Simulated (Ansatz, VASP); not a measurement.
**CdSe in VASP and in Ansatz**

```
CELL_PARAMETERS angstrom
0.00000 3.11067 3.11067
3.11067 0.00000 3.11067
3.11067 3.11067 0.00000
ATOMIC_POSITIONS crystal
Cd 0.00000 0.00000 0.00000
Se 0.25000 0.25000 0.25000
```

Change from the starting cell: volume scaled by 1.04.

Alike in both runs: task single point; functional LDA; k mesh 8 × 8 × 8; occupations fermi-dirac, width 0.03 eV; no spin polarisation.

```csv
,VASP,Ansatz
version,VASP 6.6.1,Ansatz 0.2.0
potentials or method,"VASP PAW LDA potentials, release 64 (Cd, Se), cutoff 520 eV","all-electron LAPW, scalar-relativistic"
```

Ansatz gave:

| Item | Value |
| --- | --- |
| pressure (GPa) | -4.7 |

Question: Which values does VASP return?

Answer: Pressure (GPa): -4.4.

LDA's correlation is that of Perdew and Zunger in VASP and of Perdew and Wang (1992) in Ansatz. Ansatz ran all-electron here, and VASP with PAW potentials.
